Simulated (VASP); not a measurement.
# NaTiPt3 (Pm-3m) in VASP: notebook

The runs below take NaTiPt3 through single point, with PBE.

Everything below comes from runs of VASP 6.6.1. Logs are shortened: lines on timing, memory, paths and dates and some standing lists are left out, and cuts for length are marked.

## 1. The cell of the first run

Symmetry: Pm-3m, No. 221, cubic system. The conventional cell has a = 4.310 Å, b = 4.310 Å, c = 4.310 Å, α = 90.00°, β = 90.00°, γ = 90.00°. Within 4.0 Å of Na (site symmetry m-3m) lie 12 Pt at 3.05 Å and 8 Ti at 3.73 Å. Within 2.9 Å of Ti (site symmetry m-3m) lie 6 Pt at 2.15 Å. Within 2.9 Å of Pt (site symmetry 4/mmm) lie 2 Ti at 2.15 Å.

## 2. Single point, PBE

The input, INCAR:

```
PREC     = Accurate       # precision mode
ENCUT    = 520            # plane-wave cutoff, eV
EDIFF    = 1E-7           # SCF threshold, eV
ISMEAR   = 0              # smearing method
SIGMA    = 0.1            # smearing width, eV
LREAL    = F              # projectors in reciprocal space
LASPH    = T              # aspherical terms in the spheres
NELM     = 60             # most SCF steps
ALGO     = Normal         # electronic algorithm
ISIF     = 2              # what is computed and relaxed
LWAVE    = F              # write WAVECAR
LCHARG   = T              # write CHGCAR
GGA      = PE             # functional
LELF     = T              # ELF
LVHAR    = T            
NBANDS   = 32             # bands
```

The input, KPOINTS:

```
regular mesh
0
Gamma
  4 4 4
```

The input, POSCAR:

```
NaTiPt3
1.0
    4.3096983300      0.0000000000      0.0000000000
    0.0000000000      4.3096983300      0.0000000000
    0.0000000000      0.0000000000      4.3096983300
Na Ti Pt
1 1 3
Direct
    0.0000000000      0.0000000000      0.0000000000
    0.5000000000      0.5000000000      0.5000000000
    0.0000000000      0.5000000000      0.5000000000
    0.5000000000      0.0000000000      0.5000000000
    0.5000000000      0.5000000000      0.0000000000
```

Potentials or basis: VASP PAW PBE potentials, release 64 (Na_pv, Ti_sv, Pt).

Run with:

```
> cat potpaw_PBE.64/Na_pv/POTCAR potpaw_PBE.64/Ti_sv/POTCAR potpaw_PBE.64/Pt/POTCAR > POTCAR
> mpirun -np 1 vasp_std > vasp.out
```

OUTCAR:

```text
PREC = Accurate
   ENCUT = 520
   EDIFF = 1E-7
   ISMEAR = 0
   LREAL = F
   LASPH = T
   NELM = 60
   ISIF = 2
   GGA = PE

 ion  position               nearest neighbor table
   1  0.000  0.000  0.000-   3 3.05   4 3.05   5 3.05   3 3.05   4 3.05   3 3.05   5 3.05   3 3.05
                             4 3.05   5 3.05   4 3.05   5 3.05
   2  0.500  0.500  0.500-   3 2.15   4 2.15   5 2.15   5 2.15   4 2.15   3 2.15
   3  0.000  0.500  0.500-   2 2.15   2 2.15   4 3.05   5 3.05   1 3.05   5 3.05   1 3.05   4 3.05
                             1 3.05   1 3.05   4 3.05   5 3.05   5 3.05   4 3.05
   4  0.500  0.000  0.500-   2 2.15   2 2.15   3 3.05   5 3.05   1 3.05   5 3.05   1 3.05   3 3.05
                             5 3.05   5 3.05   1 3.05   3 3.05   1 3.05   3 3.05
   5  0.500  0.500  0.000-   2 2.15   2 2.15   3 3.05   4 3.05   1 3.05   3 3.05   4 3.05   1 3.05
                             4 3.05   4 3.05   1 3.05   3 3.05   3 3.05   1 3.05

  LATTYP: Found a simple cubic cell.
 ALAT       =     4.3096983300

  Lattice vectors:

 A1 = (   4.3096983300,   0.0000000000,   0.0000000000)
 A2 = (   0.0000000000,   4.3096983300,   0.0000000000)
 A3 = (   0.0000000000,   0.0000000000,   4.3096983300)

Analysis of symmetry for initial positions (statically):
=====================================================================
 Subroutine PRICEL returns:
 Original cell was already a primitive cell.

 Routine SETGRP: Setting up the symmetry group for a
 simple cubic supercell.

 Subroutine GETGRP returns: Found 48 space group operations
 (whereof 48 operations were pure point group operations)
 out of a pool of 48 trial point group operations.

The static configuration has the point symmetry O_h .

Analysis of symmetry for dynamics (positions and initial velocities):
=====================================================================
 Subroutine PRICEL returns:
 Original cell was already a primitive cell.

 Routine SETGRP: Setting up the symmetry group for a
 simple cubic supercell.

 Subroutine GETGRP returns: Found 48 space group operations
 (whereof 48 operations were pure point group operations)
 out of a pool of 48 trial point group operations.

The dynamic configuration has the point symmetry O_h .

 Subroutine INISYM returns: Found 48 space group operations
 (whereof 48 operations are pure point group operations),
 and found     1 'primitive' translations

----------------------------------------------------------------------------------------

                                     Primitive cell

[... 83 lines left out ...]
   EDIFFG = 0.1E-05   stopping-criterion for IOM
   NSW    =      0    number of steps for IOM
   IBRION =     -1    ionic relax: 0-MD 1-quasi-New 2-CG
   NFREE  =      0    steps in history (QN), initial steepest desc. (CG)
   ISIF   =      2    stress and relaxation
   ISYM   =      2    0-nonsym 1-usesym 2-fastsym
   POTIM  = 0.5000    time-step for ionic-motion
   TEBEG  =    0.0;   TEEND  =   0.0 temperature during run
   PSTRESS=    0.0 pullay stress
   NELECT =      49.0000    total number of electrons
   NUPDOWN=      -1.0000    fix difference up-down
   EMIN   =  10.00;   EMAX   =-10.00  energy-range for DOS
   EFERMI =   0.00;   METHOD = LEGACY
   ISMEAR =     0;   SIGMA  =   0.10  broadening in eV -4-tet -1-fermi 0-gaus
   EFERMI_NEDOS =   21; number of points for ismear=-14 and -15
   IALGO  =     38    algorithm
   IMIX   =      4    mixing-type and parameters
     AMIX     =   0.40;   BMIX     =  1.00
     AMIX_MAG =   1.60;   BMIX_MAG =  1.00
  volume/ion in A,a.u.               =      16.01       108.04
  Fermi-wavevector in a.u.,A,eV,Ry     =   1.390038  2.626791 26.289251  1.932205
  Thomas-Fermi vector in A             =   2.514011
   LORBIT       =      0    0 simple, 1 ext, 2 COOP (PROOUT), +10 PAW based schemes
   GGA     = PE    functional components
   LHFCALC =     F    Hartree Fock is set to
   AEXX    =    0.0000 exact exchange contribution
   IVDW    =     0    specifies the selected vdW correction
   LEPSILON=     F    determine dielectric tensor
   LRPA    =     F    only Hartree local field effects (RPA)
 non-spin polarized calculation
 Gauss-broadening in eV      SIGMA  =   0.10
  energy-cutoff  :      520.00
  volume of cell :       80.05
 maximum number of plane-waves:      2176
   NGX = 17   NGY = 17   NGZ = 17

 number of electron      48.9999974 magnetization

 Free energy of the ion-electron system (eV)
  ---------------------------------------------------
  ext. energy  EPLUGINS =         0.00000000
  ---------------------------------------------------
  free energy    TOTEN  =       -22.85730087 eV

  energy without entropy =      -22.83109309  energy(sigma->0) =      -22.84419698

 E-fermi :   8.6066     XC(G=0): -11.8089

 val. band max:        8.6058007585   @ k =   0.5000   0.5000   0.5000
 cond. band min:       8.6481445042   @ k =   0.2500   0.2500   0.2500
 fundamental gap:      0.0423437458
 Fermi energy:         8.6065751274

 k-point     1 :       0.0000    0.0000    0.0000
  band No.  band energies     occupation
      1     -48.8113      2.00000
      2     -25.1405      2.00000
      3     -25.1405      2.00000
      4     -25.1405      2.00000
      5     -14.6280      2.00000
      6     -14.6280      2.00000
[... 339 lines left out ...]
     31       9.9596      0.00000
     32      11.2930      0.00000

------------------------ aborting loop because EDIFF is reached ----------------------------------------

  FORCE on cell =-STRESS in cart. coord.  units (eV):
  Direction    XX          YY          ZZ          XY          YZ          ZX
  --------------------------------------------------------------------------------------
  -------------------------------------------------------------------------------------
  Total       25.8260001     25.8260001     25.8260001     -0.0000000      0.0000000     -0.0000000
  in kB      516.9244996    516.9244996    516.9244996     -0.0000000      0.0000000     -0.0000000
  external PRESSURE =     516.9244996 kB  Pullay stress =       0.0000000 kB

 VOLUME and BASIS-vectors are now :
 -----------------------------------------------------------------------------
  energy-cutoff  :      520.00
  volume of cell :       80.05
      direct lattice vectors                 reciprocal lattice vectors
     4.309698330  0.000000000  0.000000000     0.232034802  0.000000000  0.000000000
     0.000000000  4.309698330  0.000000000     0.000000000  0.232034802  0.000000000
     0.000000000  0.000000000  4.309698330     0.000000000  0.000000000  0.232034802

 POSITION                                       TOTAL-FORCE (eV/Angst)
 -----------------------------------------------------------------------------------
      0.00000      0.00000      0.00000         0.000000      0.000000      0.000000
      2.15485      2.15485      2.15485         0.000000      0.000000      0.000000
      0.00000      2.15485      2.15485         0.000000      0.000000      0.000000
      2.15485      0.00000      2.15485         0.000000      0.000000      0.000000
      2.15485      2.15485      0.00000         0.000000      0.000000      0.000000
 -----------------------------------------------------------------------------------
    total drift:                                0.000000     -0.000000     -0.000000

  FREE ENERGIE OF THE ION-ELECTRON SYSTEM (eV)
  ---------------------------------------------------
  free  energy   TOTEN  =       -22.8573008677 eV

  energy  without entropy=      -22.8310930948  energy(sigma->0) =      -22.84419698
```

Wall time 19 s (1 thread of Intel Xeon 6975P-C (Granite Rapids), shared host); peak memory 0.19 GiB.

What came out:

- Free energy: -22.8573 eV
- Pressure: 51.7 GPa

Levels at points of the mesh, in eV from the Fermi level:
```tsv
k point	band 22	band 23	band 24	band 25	band 26	band 27
(0.00, 0.00, 0.00)	-1.65	-1.05	1.43	1.43	1.43	1.65
(0.50, 0.00, 0.00)	-2.68	-2.28	-1.64	1.16	1.34	2.67
(0.50, 0.50, 0.00)	-2.86	-2.02	-1.18	-0.26	-0.26	0.30
(0.50, 0.50, 0.50)	-2.09	-1.50	-1.50	-1.50	-0.08	0.00
```

Caveat: the k points lie up to 0.36 Å⁻¹ apart; spin-orbit coupling is left out, which moves the levels of the heavy elements.

## 3. Single point, PBE

This run uses another cell than the first one, of 21.67 Å³/atom, 1.354 times its volume.

The input, INCAR:

```
SYSTEM = NaTiPt3
PREC = Accurate
ENCUT = 520
EDIFF = 1E-7
ISMEAR = 0
SIGMA = 0.1
LREAL = .False.
LASPH = .True.
NELM = 60
ALGO = Fast
ISIF = 2
LWAVE = .False.
LCHARG = .True.
GGA = PE
LELF = .True.
LVHAR = .True.
NBANDS = 32
```

The input, KPOINTS:

```
Automatic mesh
0
Gamma
  4 4 4
  0 0 0
```

POSCAR, as its differences from that of step 2:

```diff
@@ -2,5 +2,5 @@
 1.0
-    4.3096983300      0.0000000000      0.0000000000
-    0.0000000000      4.3096983300      0.0000000000
-    0.0000000000      0.0000000000      4.3096983300
+    4.7674198609      0.0000000000      0.0000000000
+    0.0000000000      4.7674198609      0.0000000000
+    0.0000000000      0.0000000000      4.7674198609
 Na Ti Pt
```

Potentials or basis: VASP PAW PBE potentials, release 64 (Na_pv, Ti_sv, Pt).

Run with:

```
> cat potpaw_PBE.64/Na_pv/POTCAR potpaw_PBE.64/Ti_sv/POTCAR potpaw_PBE.64/Pt/POTCAR > POTCAR
> mpirun -np 1 vasp_std > vasp.out
```

OUTCAR:

```text
SYSTEM = NaTiPt3
   PREC = Accurate
   ENCUT = 520
   EDIFF = 1E-7
   ISMEAR = 0
   LREAL = .False.
   LASPH = .True.
   NELM = 60
   ISIF = 2
   GGA = PE

 ion  position               nearest neighbor table
   1  0.000  0.000  0.000-
   2  0.500  0.500  0.500-   3 2.38   4 2.38   5 2.38   5 2.38   4 2.38   3 2.38
   3  0.000  0.500  0.500-   2 2.38   2 2.38   5 3.37   5 3.37   4 3.37   4 3.37   4 3.37   5 3.37
                             5 3.37   4 3.37
   4  0.500  0.000  0.500-   2 2.38   2 2.38   5 3.37   5 3.37   3 3.37   3 3.37   5 3.37   5 3.37
                             3 3.37   3 3.37
   5  0.500  0.500  0.000-   2 2.38   2 2.38   4 3.37   3 3.37   3 3.37   4 3.37   4 3.37   4 3.37
[... 541 lines left out ...]
  Total        0.1555539      0.1555539      0.1555539     -0.0000000      0.0000000      0.0000000
  in kB        2.3000717      2.3000717      2.3000717     -0.0000000      0.0000000      0.0000000
  external PRESSURE =       2.3000717 kB  Pullay stress =       0.0000000 kB

 VOLUME and BASIS-vectors are now :
 -----------------------------------------------------------------------------
  energy-cutoff  :      520.00
  volume of cell :      108.36
      direct lattice vectors                 reciprocal lattice vectors
     4.767419861  0.000000000  0.000000000     0.209757065  0.000000000  0.000000000
     0.000000000  4.767419861  0.000000000     0.000000000  0.209757065  0.000000000
     0.000000000  0.000000000  4.767419861     0.000000000  0.000000000  0.209757065

 POSITION                                       TOTAL-FORCE (eV/Angst)
 -----------------------------------------------------------------------------------
      0.00000      0.00000      0.00000         0.000000      0.000000      0.000000
      2.38371      2.38371      2.38371         0.000000      0.000000      0.000000
      0.00000      2.38371      2.38371         0.000000      0.000000      0.000000
      2.38371      0.00000      2.38371         0.000000      0.000000      0.000000
      2.38371      2.38371      0.00000         0.000000      0.000000      0.000000
 -----------------------------------------------------------------------------------
    total drift:                                0.000000      0.000000      0.000000

  FREE ENERGIE OF THE ION-ELECTRON SYSTEM (eV)
  ---------------------------------------------------
  free  energy   TOTEN  =       -26.3169499393 eV

  energy  without entropy=      -26.2935598408  energy(sigma->0) =      -26.30525489
```

stdout:

```text
POSCAR found type information on POSCAR NaTiPt
 POSCAR found :  3 types and       5 ions
[... 24 lines left out ...]
 num prob  num prob  num prob  num prob  num prob  num prob  num prob  num prob  num prob  num prob  num prob  num prob  num prob  num prob  num prob  num prob RMM:  30    -0.263169497999E+02   -0.12953E-06   -0.16176E-06   429   0.300E-03    0.777E-04
 num prob  num prob  num prob  num prob  num prob  num prob  num prob  num prob  num prob  num prob  num prob  num prob  num prob RMM:  31    -0.263169498764E+02   -0.76502E-07   -0.10268E-06   408   0.280E-03    0.787E-04
 num prob  num prob  num prob  num prob  num prob  num prob  num prob  num prob  num prob  num prob  num prob  num prob  num prob  num prob  num prob  num prob RMM:  32    -0.263169499393E+02   -0.62869E-07   -0.88193E-07   407   0.284E-03
```

Run time: 45 s. Hardware: 1 thread of Intel Xeon 6975P-C (Granite Rapids), shared host; peak memory 0.22 GiB.

Results:

- Free energy: -26.3169 eV
- Pressure: 0.2 GPa

Levels at points of the mesh, in eV from the Fermi level:
```
           k point  band 22  band 23  band 24  band 25  band 26  band 27
(0.00, 0.00, 0.00)    -1.24    -0.74     0.98     0.98     1.65     1.65
(0.50, 0.00, 0.00)    -1.69    -1.44    -1.23     0.71     0.79     1.99
(0.50, 0.50, 0.00)    -1.80    -1.31    -0.45    -0.33    -0.33     0.28
(0.50, 0.50, 0.50)    -1.05    -0.98    -0.98    -0.98    -0.53     0.09
```

Caveat: spin-orbit coupling is left out, which moves the levels of the heavy elements.
